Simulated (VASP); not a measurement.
# KI (P1) in VASP: single point with PBE

Aim: the single point of KI with PBE.

Program: VASP 6.6.1. These are calculated values, not measurements. Logs are shortened: lines on timing, memory, paths and dates and some standing lists are left out, and cuts for length are marked.

### Step 1. The cell of the first run

The typed cell holds 4 atoms: a = 6.039 Å, b = 6.039 Å, c = 7.039 Å, α = 90.00°, β = 90.00°, γ = 120.00°.

### Step 2. Single point, PBE

INCAR reads:

```
PREC = Accurate ; ENCUT = 520
EDIFF = 1E-6 ; ISMEAR = -1
SIGMA = 0.052 ; LREAL = F
LASPH = T ; NELM = 100
ALGO = Normal ; ISIF = 2
LWAVE = F ; LCHARG = T
GGA = PE ; LELF = T
LVHAR = T ; NBANDS = 24
```

KPOINTS reads:

```
regular mesh
0
Gamma
  6 6 2
```

POSCAR reads:

```
KI
1.0
    6.0394507995      0.0000000000      0.0000000000
   -3.0197253998      5.2303178172      0.0000000000
    0.0000000000      0.0000000000      7.0391247621
K I
2 2
Direct
    0.3203401861      0.6466620420     -0.0666648221
    0.6655438187      0.3266969732      0.4351290968
    0.3413676975      0.6812981781      0.4449925390
    0.6677036847      0.3265162959      0.9350700865
```

Potentials or basis: VASP PAW PBE potentials, release 64 (K_sv, I).

Command:

```sh
cat potpaw_PBE.64/K_sv/POTCAR potpaw_PBE.64/I/POTCAR > POTCAR
mpirun -np 1 vasp_std > vasp.out
```

OUTCAR:

```text
PREC = Accurate
   ENCUT = 520
   EDIFF = 1E-6
   ISMEAR = -1
   LREAL = F
   LASPH = T
   NELM = 100
   ISIF = 2
   GGA = PE

 ion  position               nearest neighbor table
   1  0.320  0.647  0.933-   4 3.41   3 3.44   4 3.49   4 3.56   3 3.61
   2  0.666  0.327  0.435-   3 3.38   4 3.52   4 3.52   3 3.54   3 3.55
   3  0.341  0.681  0.445-   2 3.38   1 3.44   2 3.54   2 3.55   1 3.61
   4  0.668  0.327  0.935-   1 3.41   1 3.49   2 3.52   2 3.52   1 3.56

  LATTYP: Found a hexagonal cell.
 ALAT       =     6.0394507995
 C/A-ratio  =     1.1655239848

  Lattice vectors:

 A1 = (   6.0394507995,   0.0000000000,   0.0000000000)
 A2 = (  -3.0197253998,   5.2303178172,   0.0000000000)
 A3 = (   0.0000000000,   0.0000000000,   7.0391247621)

Analysis of symmetry for initial positions (statically):
=====================================================================
 Subroutine PRICEL returns:
 Original cell was already a primitive cell.

 Routine SETGRP: Setting up the symmetry group for a
 hexagonal supercell.

 Subroutine GETGRP returns: Found  1 space group operations
 (whereof  1 operations were pure point group operations)
 out of a pool of 24 trial point group operations.

The static configuration has the point symmetry C_1 .

Analysis of symmetry for dynamics (positions and initial velocities):
=====================================================================
 Subroutine PRICEL returns:
 Original cell was already a primitive cell.

 Routine SETGRP: Setting up the symmetry group for a
 hexagonal supercell.

 Subroutine GETGRP returns: Found  1 space group operations
 (whereof  1 operations were pure point group operations)
 out of a pool of 24 trial point group operations.

The dynamic configuration has the point symmetry C_1 .

 Subroutine INISYM returns: Found  1 space group operations
 (whereof  1 operations are pure point group operations),
 and found     1 'primitive' translations

----------------------------------------------------------------------------------------

                                     Primitive cell

  volume of cell :     222.3536

  direct lattice vectors                    reciprocal lattice vectors
     6.039450799  0.000000000  0.000000000     0.165577969  0.095596485  0.000000000
    -3.019725400  5.230317817  0.000000000     0.000000000  0.191192970  0.000000000
     0.000000000  0.000000000  7.039124762     0.000000000  0.000000000  0.142063116

  length of vectors
     6.039450799  6.039450799  7.039124762     0.191192970  0.191192970  0.142063116

  position of ions in fractional coordinates (direct lattice)
     0.320340186  0.646662042  0.933335178
     0.665543819  0.326696973  0.435129097
     0.341367697  0.681298178  0.444992539
     0.667703685  0.326516296  0.935070086

  ion indices of the primitive-cell ions
   primitive index   ion index
                 1           1
                 2           2
                 3           3
                 4           4

----------------------------------------------------------------------------------------

 KPOINTS: regular mesh

Automatic generation of k-mesh.
 Grid dimensions read from file:
 generate k-points for:    6    6    2

 Generating k-lattice:

  Cartesian coordinates                     Fractional coordinates (reciprocal lattice)
     0.027596328  0.015932748  0.000000000     0.166666667  0.000000000  0.000000000
     0.000000000  0.031865495  0.000000000     0.000000000  0.166666667  0.000000000
     0.000000000  0.000000000  0.071031558     0.000000000  0.000000000  0.500000000

  Length of vectors
     0.031865495  0.031865495  0.071031558

  Shift w.r.t. Gamma in fractional coordinates (k-lattice)
     0.000000000  0.000000000  0.000000000

 Subroutine IBZKPT returns following result:
 ===========================================

 Found     40 irreducible k-points:

 Following reciprocal coordinates:
            Coordinates               Weight
  0.000000  0.000000  0.000000      1.000000
  0.166667 -0.000000  0.000000      2.000000
  0.000000  0.166667  0.000000      2.000000
 -0.166667  0.166667  0.000000      2.000000
  0.333333  0.000000  0.000000      2.000000
  0.000000  0.333333  0.000000      2.000000
[... 16 lines left out ...]
  0.000000  0.166667  0.500000      2.000000
 -0.166667  0.166667  0.500000      2.000000
 [... further k-points ...]
   k-points           NKPTS =     40   k-points in BZ     NKDIM =     40   number of bands    NBANDS=     24
   number of dos      NEDOS =    301   number of ions     NIONS =      4
   total plane-waves  NPLWV = 124416
   dimension x,y,z NGX =    48 NGY =   48 NGZ =   54
   dimension x,y,z NGXF=    96 NGYF=   96 NGZF=  108
   ions per type =               2   2
   NGX,Y,Z   is equivalent  to a cutoff of  13.21, 13.21, 12.75 a.u.
   NGXF,Y,Z  is equivalent  to a cutoff of  26.43, 26.43, 25.51 a.u.
 SYSTEM =  unknown system
   PREC   = accura    normal or accurate (medium, high low for compatibility)
   ISTART =      0    job   : 0-new  1-cont  2-samecut
   ICHARG =      2    charge: 1-file 2-atom 10-const
   ISPIN  =      1    spin polarized calculation?
   LNONCOLLINEAR =      F non collinear calculations
   LSORBIT =      F    spin-orbit coupling
   LASPH  =      T    aspherical Exc in radial PAW
   ENCUT  =  520.0 eV  38.22 Ry    6.18 a.u.  11.23 11.23 13.09*2*pi/ulx,y,z
   NELM   =    100;   NELMIN=  2; NELMDL= -5     # of ELM steps
   EDIFF  = 0.1E-05   stopping-criterion for ELM
   LREAL  =      F    real-space projection
   EDIFFG = 0.1E-04   stopping-criterion for IOM
   NSW    =      0    number of steps for IOM
   IBRION =     -1    ionic relax: 0-MD 1-quasi-New 2-CG
   NFREE  =      0    steps in history (QN), initial steepest desc. (CG)
   ISIF   =      2    stress and relaxation
   ISYM   =      2    0-nonsym 1-usesym 2-fastsym
   POTIM  = 0.5000    time-step for ionic-motion
   TEBEG  =    0.0;   TEEND  =   0.0 temperature during run
   PSTRESS=    0.0 pullay stress
   NELECT =      32.0000    total number of electrons
   NUPDOWN=      -1.0000    fix difference up-down
   EMIN   =  10.00;   EMAX   =-10.00  energy-range for DOS
   EFERMI =   0.00;   METHOD = LEGACY
   ISMEAR =    -1;   SIGMA  =   0.05  broadening in eV -4-tet -1-fermi 0-gaus
   EFERMI_NEDOS =   21; number of points for ismear=-14 and -15
   IALGO  =     38    algorithm
   IMIX   =      4    mixing-type and parameters
     AMIX     =   0.40;   BMIX     =  1.00
     AMIX_MAG =   1.60;   BMIX_MAG =  1.00
  volume/ion in A,a.u.               =      55.59       375.13
  Fermi-wavevector in a.u.,A,eV,Ry     =   0.857913  1.621221 10.014096  0.736015
  Thomas-Fermi vector in A             =   1.975039
   LORBIT       =      0    0 simple, 1 ext, 2 COOP (PROOUT), +10 PAW based schemes
   GGA     = PE    functional components
   LHFCALC =     F    Hartree Fock is set to
   AEXX    =    0.0000 exact exchange contribution
   IVDW    =     0    specifies the selected vdW correction
   LEPSILON=     F    determine dielectric tensor
   LRPA    =     F    only Hartree local field effects (RPA)
 non-spin polarized calculation
  energy-cutoff  :      520.00
  volume of cell :      222.35
 maximum number of plane-waves:      6038
 NGX is ok and might be reduce to    48
   NGX = 23   NGY = 23   NGZ = 27

 number of electron      31.9999998 magnetization

 Free energy of the ion-electron system (eV)
  ---------------------------------------------------
  ext. energy  EPLUGINS =         0.00000000
  ---------------------------------------------------
  free energy    TOTEN  =       -10.94348267 eV

  energy without entropy =      -10.94348267  energy(sigma->0) =      -10.94348267

 E-fermi :  -0.2877     XC(G=0):  -6.1344

 val. band max:       -1.4701810837   @ k =   0.0000   0.0000   0.0000
 cond. band min:       2.3115680681   @ k =   0.0000   0.0000   0.0000
 fundamental gap:      3.7817491518
 Fermi energy:        -0.2877319520

 k-point     1 :       0.0000    0.0000    0.0000
  band No.  band energies     occupation
      1     -30.1056      2.00000
      2     -30.1033      2.00000
      3     -13.6223      2.00000
      4     -13.6186      2.00000
      5     -13.6178      2.00000
      6     -13.6036      2.00000
[... 16 lines left out ...]
     23       5.6392      0.00000
     24       6.5825      0.00000

 k-point     2 :       0.1667   -0.0000    0.0000
  band No.  band energies     occupation
      1     -30.1054      2.00000
      2     -30.1034      2.00000
      3     -13.6295      2.00000
      4     -13.6206      2.00000
      5     -13.6185      2.00000
      6     -13.6137      2.00000
[... 16 lines left out ...]
     23       5.8421      0.00000
     24       6.0815      0.00000

 k-point     3 :       0.0000    0.1667    0.0000
  band No.  band energies     occupation
      1     -30.1054      2.00000
      2     -30.1034      2.00000
      3     -13.6299      2.00000
      4     -13.6203      2.00000
      5     -13.6192      2.00000
      6     -13.6142      2.00000
[... 16 lines left out ...]
     23       5.8313      0.00000
     24       6.0253      0.00000

 k-point     4 :      -0.1667    0.1667    0.0000
  band No.  band energies     occupation
      1     -30.1054      2.00000
      2     -30.1034      2.00000
      3     -13.6287      2.00000
      4     -13.6201      2.00000
      5     -13.6190      2.00000
      6     -13.6139      2.00000
[... 16 lines left out ...]
     23       5.8431      0.00000
     24       6.0718      0.00000

 k-point     5 :       0.3333    0.0000    0.0000
  band No.  band energies     occupation
      1     -30.1050      2.00000
      2     -30.1037      2.00000
      3     -13.6490      2.00000
      4     -13.6398      2.00000
      5     -13.6207      2.00000
      6     -13.6123      2.00000
[... 451 lines left out ...]
 k-point    22 :       0.1667   -0.0000    0.5000
  band No.  band energies     occupation
      1     -30.1044      2.00000
      2     -30.1043      2.00000
      3     -13.6556      2.00000
      4     -13.6534      2.00000
      5     -13.6113      2.00000
      6     -13.6106      2.00000
[... 16 lines left out ...]
     23       6.3230      0.00000
     24       6.3726      0.00000

 k-point    23 :       0.0000    0.1667    0.5000
  band No.  band energies     occupation
      1     -30.1044      2.00000
      2     -30.1043      2.00000
      3     -13.6565      2.00000
      4     -13.6517      2.00000
      5     -13.6121      2.00000
      6     -13.6093      2.00000
[... 16 lines left out ...]
     23       6.3008      0.00000
     24       6.3470      0.00000

 k-point    24 :      -0.1667    0.1667    0.5000
  band No.  band energies     occupation
      1     -30.1044      2.00000
      2     -30.1043      2.00000
      3     -13.6546      2.00000
      4     -13.6523      2.00000
      5     -13.6112      2.00000
      6     -13.6105      2.00000
[... 16 lines left out ...]
     23       6.3417      0.00000
     24       6.3959      0.00000

 [... further k-points ...]
[... 5 lines left out ...]
  --------------------------------------------------------------------------------------
  -------------------------------------------------------------------------------------
  Total        0.2649947      0.4976451      0.5723414      0.1081066     -0.0221901     -0.0025336
  in kB        1.9094290      3.5858004      4.1240278      0.7789661     -0.1598919     -0.0182558
  external PRESSURE =       3.2064191 kB  Pullay stress =       0.0000000 kB

 VOLUME and BASIS-vectors are now :
 -----------------------------------------------------------------------------
  energy-cutoff  :      520.00
  volume of cell :      222.35
      direct lattice vectors                 reciprocal lattice vectors
     6.039450799  0.000000000  0.000000000     0.165577969  0.095596485  0.000000000
    -3.019725400  5.230317817  0.000000000     0.000000000  0.191192970  0.000000000
     0.000000000  0.000000000  7.039124762     0.000000000  0.000000000  0.142063116

 POSITION                                       TOTAL-FORCE (eV/Angst)
 -----------------------------------------------------------------------------------
     -0.01806      3.38225      6.56986         0.057516      0.079398      0.088705
      3.03298      1.70873      3.06293        -0.007894      0.128673      0.002411
      0.00434      3.56341      3.13236         0.007679     -0.152485     -0.115756
      3.04657      1.70778      6.58208        -0.057301     -0.055587      0.024640
 -----------------------------------------------------------------------------------
    total drift:                                0.000141     -0.000141     -0.000102

  FREE ENERGIE OF THE ION-ELECTRON SYSTEM (eV)
  ---------------------------------------------------
  free  energy   TOTEN  =       -10.9434826733 eV

  energy  without entropy=      -10.9434826733  energy(sigma->0) =      -10.94348267
```

Wall time 2.2 min (1 thread of Intel Xeon Platinum 8559C (Emerald Rapids), shared host); peak memory 0.43 GiB.

What came out:

```yaml
Free_energy: -10.9435 eV
Pressure: 0.3 GPa
Largest_force: 0.192 eV/Å
Band_gap_on_the_k_mesh: 3.78 eV, direct
```

Forces in eV/Å, atoms in the order of the input:
```
K    0.058  0.079  0.089
K   -0.008  0.129  0.002
I    0.008 -0.152 -0.116
I   -0.057 -0.056  0.025
```

Levels at points of the mesh, in eV from the valence-band top:
```csv
k point,band 13,band 14,band 15,band 16,band 17,band 18,band 19,band 20
"(0.00, 0.00, 0.00)",-0.52,-0.31,-0.26,0.00,3.78,5.78,6.33,6.37
"(0.50, 0.00, 0.00)",-0.58,-0.50,-0.29,-0.16,5.34,5.59,5.79,5.87
"(0.00, 0.50, 0.00)",-0.54,-0.50,-0.35,-0.17,5.29,5.61,5.84,5.91
"(0.50, 0.50, 0.00)",-0.59,-0.50,-0.27,-0.16,5.37,5.58,5.76,5.86
"(0.00, 0.00, 0.50)",-0.45,-0.44,-0.42,-0.41,4.93,4.94,6.89,6.93
"(0.50, 0.00, 0.50)",-0.43,-0.39,-0.27,-0.27,5.42,5.47,7.04,7.09
"(0.00, 0.50, 0.50)",-0.43,-0.38,-0.26,-0.24,5.39,5.46,6.95,7.07
"(0.50, 0.50, 0.50)",-0.43,-0.40,-0.28,-0.27,5.45,5.48,7.06,7.11
```

Caveat: the k points lie up to 0.45 Å⁻¹ apart; spin-orbit coupling is left out, which moves the levels of the heavy elements.
